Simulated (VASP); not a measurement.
## BAs: relaxation of cell and atoms with HSE06

The system is BAs.

```xyz
2
Lattice="0.0000 2.3919 2.3919 2.3919 0.0000 2.3919 2.3919 2.3919 0.0000" Properties=species:S:1:pos:R:3 pbc="T T T"
B     0.0000    0.0000    0.0000
As    1.1959    1.1959    1.1959
```

```json
{
  "Program": "VASP 6.6.1",
  "Task": "relaxation of cell and atoms",
  "Functional": "HSE06",
  "Potentials or basis": "VASP PAW PBE potentials, release 64 (B, As)",
  "Cutoff": "600 eV",
  "k mesh": "6 × 6 × 6",
  "Occupations": "fermi-dirac, width 0.02 eV",
  "Spin": "no spin polarisation",
  "Dipole correction": "no",
  "Grid for exact exchange (PRECFOCK)": "Normal",
  "Further INCAR settings": "ALGO = Normal; EDIFF = 1e-07; IBRION = 2; EDIFFG = -0.005; NSW = 80; ISIF = 3",
  "Share of exact exchange": "0.25",
  "Screening parameter": "0.2079 1/Å"
}
```

The relaxed volume is 13.57 Å³/atom. The relaxed cell is a = 3.374 Å, b = 3.374 Å, c = 3.374 Å, α = 60.00°, β = 60.00°, γ = 60.00°. The space group after relaxing (to 0.1 Å) is F-43m (No. 216) and the energy gained by relaxing is 0.4 meV/atom. The ionic steps are 3, the pressure after relaxing is 0.0 GPa and the band gap on the k mesh is 1.94 eV (least direct gap 4.12 eV).

The path:
```csv
step,energy change (eV),largest force (eV/Å),pressure (GPa),volume (Å³)
1,0.0000,0.0000,-1.18,27.37
2,-0.0003,0.0000,0.96,26.97
3,-0.0008,0.0000,0.01,27.15
```

Final structure:
```
B As
1.0
     0.00000    2.38543    2.38543
     2.38543    0.00000    2.38543
     2.38543    2.38543    0.00000
B As
1 1
Direct
  0.00000 0.00000 0.00000
  0.25000 0.25000 0.25000
```

Levels at points of the mesh, in eV from the valence-band top:
```tsv
k point	band 1	band 2	band 3	band 4	band 5	band 6	band 7	band 8
(0.00, 0.00, 0.00)	-16.99	0.00	0.00	0.00	4.12	4.12	4.12	5.93
(0.50, 0.00, 0.00)	-13.78	-9.72	-1.99	-1.99	3.59	5.70	5.70	10.03
(0.50, 0.50, 0.00)	-12.27	-9.50	-4.48	-4.48	2.07	2.14	12.98	12.98
```

Wall time 27 min on 1 thread of Intel(R) Xeon(R) Platinum 8488C (Sapphire Rapids), on a shared host, peak memory 0.28 GiB.

Caveat: the PAW data sets were made with another functional, which shifts forces and pressure a little. A k mesh can miss the band edges.
